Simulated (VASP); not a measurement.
Write the native input for VASP 6.6.1 that does the following.

```
Task                   : single point
Functional             : LDA
Potentials or basis    : VASP PAW LDA potentials, release 64 (P)
Cutoff                 : 520 eV
k mesh                 : 8 × 1 × 6
Occupations            : gaussian, width 0.05 eV
Spin                   : no spin polarisation
Dipole correction      : no
Further INCAR settings : ALGO = Normal; EDIFF = 1e-06; NBANDS = 18
```

The structure of P lies in POSCAR:

```
P
1.0
    3.2837277200      0.0000000000      0.0000000000
    0.0000000000     34.8570309900      0.0000000000
    0.0000000000      0.0000000000      4.6320847100
P
4
Direct
    0.0000000000      0.9702614300      0.5921507200
    0.0000000000      0.0297385700      0.4078492800
    0.5000000000      0.0297385700      0.0921507200
    0.5000000000      0.9702614300      0.9078492800
```

These files were run (other wordings do the same):

INCAR

```
PREC = Accurate ; ENCUT = 520
EDIFF = 1E-6 ; ISMEAR = 0
SIGMA = 0.05 ; LREAL = F
LASPH = T ; NELM = 100
ALGO = Normal ; ISIF = 2
LWAVE = F ; LCHARG = F
NBANDS = 18
```

KPOINTS

```
regular mesh
0
Gamma
  8 1 6
```

Potentials or basis: VASP PAW LDA potentials, release 64 (P).

Launch:

```sh
$ cat potpaw_LDA.64/P/POTCAR > POTCAR
$ mpirun -np 1 vasp_std > vasp.out
```

Results of the run:

```yaml
Largest_force: 0.150 eV/Å
Band_gap_on_the_k_mesh: 0.85 eV
```

Wall time 2.7 min on 1 thread of Intel(R) Xeon(R) Platinum 8488C (Sapphire Rapids) (shared host), peak memory 0.45 GiB.
